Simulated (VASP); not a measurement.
Crystal: Al2Cl2F.

```
CELL_PARAMETERS angstrom
4.27535 0.00000 0.00000
0.00000 4.27535 0.00000
0.00000 0.00000 5.78225
ATOMIC_POSITIONS crystal
Al 0.50000 0.50000 0.73358
Al 0.50000 0.50000 0.26642
Cl 0.00000 0.50000 0.50000
Cl 0.50000 0.00000 0.50000
F 0.50000 0.50000 0.00000
```

The cell was built from a structure type or drawn by symmetry, and may not be a known phase.

| Item | Value |
| --- | --- |
| Program | VASP 6.6.1 |
| Task | relaxation of cell and atoms |
| Functional | PBE |
| Potentials or basis | VASP PAW PBE potentials, release 64 (Al, Cl, F) |
| Cutoff | 600 eV |
| k mesh | 4 × 4 × 4 |
| Occupations | gaussian, width 0.1 eV |
| Spin | no spin polarisation |

At the start: pressure 22.1 GPa; volume 21.14 Å³/atom.

Task: How do energy, volume and symmetry change on relaxing?

Result: Over 17 steps the energy falls by 702.5 meV/atom and the volume is 32.21 Å³/atom (+52.4 %); space group P4/mmm (No. 123, to 0.1 Å) before and after.

Step by step:
```tsv
step	energy change (eV)	largest force (eV/Å)	pressure (GPa)	volume (Å³)
1	0.0000	7.8418	22.12	105.69
2	-1.7520	2.8920	1.19	155.32
3	-2.6045	1.8060	5.81	128.26
4	-3.1903	0.6360	0.86	148.44
5	-3.2463	0.3457	-0.58	156.83
6	-3.2473	0.3060	-0.79	158.19
7	-3.3636	0.2501	-0.02	156.25
8	-3.3847	0.6820	0.53	155.09
9	-3.4517	0.5908	0.44	156.84
10	-3.4172	1.0853	0.61	161.56
11	-3.4936	0.4367	0.41	158.37
12	-3.4909	0.3470	0.45	160.48
13	-3.5081	0.2042	0.41	159.26
14	-3.5088	0.0981	0.40	159.54
15	-3.5088	0.1303	0.40	159.46
16	-3.5110	0.0687	-0.18	162.02
17	-3.5123	0.0036	0.03	161.04
```

Final structure:
```
Al Cl F
1.0
     5.07622    0.00000    0.00000
     0.00000    5.07622    0.00000
     0.00000    0.00000    6.24955
Al Cl F
2 2 1
Direct
  0.50000 0.50000 0.69850
  0.50000 0.50000 0.30150
  0.00000 0.50000 0.50000
  0.50000 0.00000 0.50000
  0.50000 0.50000 0.00000
```

Caveat: the k points lie up to 0.31 Å⁻¹ apart in the final cell, too coarse for converged energies and pressures of a metal; the volume moved by over 15 % at a fixed basis, so the end points are rough; an odd number of electrons without spin polarisation forces a metal; a magnetic or distorted state may lie lower.
